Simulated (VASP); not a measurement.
# GaN: single point with PBE

GaN:

```xyz
2
Lattice="0.0000 2.2684 2.2684 2.2684 0.0000 2.2684 2.2684 2.2684 0.0000" Properties=species:S:1:pos:R:3 pbc="T T T"
Ga    0.0000    0.0000    0.0000
N     1.1342    1.1342    1.1342
```

```json
{
 "Program": "VASP 6.6.1",
 "Task": "single point",
 "Functional": "PBE",
 "Potentials or basis": "VASP PAW PBE potentials, release 64 (Ga_d, N)",
 "Cutoff": "520 eV",
 "k mesh": "10 × 10 × 10",
 "Occupations": "fermi-dirac, width 0.05 eV",
 "Spin": "non-collinear spin, zero start, spin-orbit coupling",
 "Starting moments": "[[0.0, 0.0, 0.0], [0.0, 0.0, 0.0]] μB"
}
```

```yaml
Pressure: 1.4 GPa
Net_moment: 0.00 μB per cell
Valence_electrons_inside_the_program's_atomic_spheres: Ga 11.83; N 3.73
```

Moments on the atoms (μB; x, y, z):
```
Ga  0.00 0.00 0.00
N   0.00 0.00 0.00
```

It took 47 s on 1 thread of Intel(R) Xeon(R) 6975P-C (Granite Rapids), on a shared host, peak memory 0.24 GiB.
